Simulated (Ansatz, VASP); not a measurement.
Two plane-wave programs on SnO

The input INCAR:

```
SYSTEM = SnO
ALGO = Normal
EDIFF = 1E-6
ENCUT = 520
ISIF = 2
ISMEAR = 0
LASPH = .True.
LCHARG = .False.
LREAL = .False.
LWAVE = .False.
NBANDS = 28
NELM = 100
PREC = Accurate
SIGMA = 0.05
```

Contents of KPOINTS:

```
k-points
0
Gamma
  10 6 8
  0 0 0
```

Contents of POSCAR:

```
SnO
1.0
    3.4495615306      0.0000000000      0.0000000000
    0.0000000000      5.8340213737      0.0000000000
    0.0000000000      0.0000000000      3.9936839652
Sn O
2 2
Direct
    0.0000000000      0.2319090000      0.5131440000
    0.5000000000      0.7680910000      0.0131440000
    0.0000000000      0.8912500000      0.7368570000
    0.5000000000      0.1087500000      0.2368570000
```

Input for Ansatz:

```yaml
crystal:
  lattice:
    - [3.4495615306, 0.0, 0.0]
    - [0.0, 5.8340213737, 0.0]
    - [0.0, 0.0, 3.9936839652]
  atoms:
    - { symbol: Sn, position: [0.0, 0.231909, 0.513144] }
    - { symbol: Sn, position: [0.5, 0.768091, 0.013144] }
    - { symbol: O, position: [0.0, 0.89125, 0.736857] }
    - { symbol: O, position: [0.5, 0.10875, 0.236857] }
basis:
  ecutwfc: 420
kpoints:
  mp_grid: { grid: [10, 6, 8] }
hamiltonian:
  xc: lda
scf:
  occupations: { method: gaussian, width: 0.05 }
output:
  forces: true
  stress: true
  eigenvalues: true
```

Alike in both runs: task single point; functional LDA; k mesh 10 × 6 × 8; occupations gaussian, width 0.05 eV; no spin polarisation.

|  | VASP | Ansatz |
| --- | --- | --- |
| version | VASP 6.6.1 | Ansatz 0.2.0 |
| potentials or method | VASP PAW LDA potentials, release 64 (Sn_d, O), cutoff 520 eV | scalar-relativistic, plane waves, PAW |
| valence electrons in the cell | 40 | 40 |

```csv
,VASP,Ansatz,Ansatz less VASP
gap on the k mesh at the Fermi level (eV),1.37,1.39,+0.023
least direct gap on the mesh (eV),2.23,2.26,+0.028
pressure (GPa),-6.5,-6.7,-0.25
"traceless stress, the component that is largest in VASP (GPa)",1.91,2.02,+0.112
rms of the force components (eV/Å),0.379,0.416,+0.0370
```

LDA's correlation is that of Perdew and Zunger in VASP and of Perdew and Wang (1992) in Ansatz. Atom by atom the forces differ by 0.040 eV/Å (rms over components).
